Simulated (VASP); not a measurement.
Crystal: Ga2GeTeSe.

```
Ga Ge Te Se
1.0
     4.96062    0.00000    0.00000
     0.00000    4.96062    0.00000
     0.00000    0.00000    4.81562
Ga Ge Te Se
2 1 1 1
Direct
  0.00000 0.50000 0.50000
  0.50000 0.00000 0.50000
  0.50000 0.50000 0.00000
  0.00000 0.00000 0.00000
  0.50000 0.50000 0.50000
```

The cell was built from a structure type or drawn by symmetry, and may not be a known phase.

* Program: VASP 6.6.1
* Task: relaxation of cell and atoms
* Functional: PBE
* Potentials or basis: VASP PAW PBE potentials, release 64 (Ga_d, Ge_d, Te, Se)
* Cutoff: 600 eV
* k mesh: 4 × 4 × 4
* Occupations: gaussian, width 0.1 eV
* Spin: no spin polarisation

At the start: pressure 7.8 GPa; volume 23.70 Å³/atom.

Q: Where does the relaxation end?

A: Over 7 steps the energy falls by 142.2 meV/atom and the volume is 28.06 Å³/atom (+18.4 %); space group P4/mmm (No. 123, to 0.1 Å) before and after.

The path:
```
step  energy change (eV)  largest force (eV/Å)  pressure (GPa)  volume (Å³)
   1              0.0000                0.0000            7.80       118.50
   2             -0.6639                0.0000            0.43       139.31
   3             -0.6745                0.0000           -0.32       142.18
   4             -0.6749                0.0000           -0.46       142.78
   5             -0.7048                0.0000           -0.35       141.82
   6             -0.7102                0.0000           -0.22       141.23
   7             -0.7108                0.0000            0.03       140.29
```

Final structure:
```xyz
5
Lattice="5.0960 0.0000 0.0000 0.0000 5.0960 0.0000 0.0000 0.0000 5.4023" Properties=species:S:1:pos:R:3 pbc="T T T"
Ga    0.0000    2.5480    2.7012
Ga    2.5480    0.0000    2.7012
Ge    2.5480    2.5480    5.4023
Te    0.0000    0.0000    0.0000
Se    2.5480    2.5480    2.7012
```

Caveat: the volume moved by over 15 % at a fixed basis, so the end points are rough.
